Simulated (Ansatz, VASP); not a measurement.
One calculation of Hf, two programs

```
Hf
1.0
     0.00000    3.13888    3.13888
     3.13888    0.00000    3.13888
     3.13888    3.13888    0.00000
Hf
2
Direct
  0.12500 0.12500 0.12500
  0.87500 0.87500 0.87500
```

Alike in both runs: task single point; functional PBE; k mesh 9 × 9 × 9; occupations fermi-dirac, width 0.1 eV; no spin polarisation.

|  | VASP | Ansatz |
| --- | --- | --- |
| version | VASP 6.6.1 | Ansatz 0.2.0 |
| potentials or method | VASP PAW PBE potentials, release 64 (Hf_pv), cutoff 520 eV | plane waves (420 eV) with PAW, scalar-relativistic |
| valence electrons in the cell | 20 | 52 |

Ansatz gave:

* pressure (GPa): 4.2

Problem. Which values does VASP return?

Solution. Pressure (GPa): 3.8.

VASP's potentials hold 20 valence electrons a cell and Ansatz's 52, so a difference there can come from the potentials and not from the codes.

Neither program's run includes spin-orbit coupling.
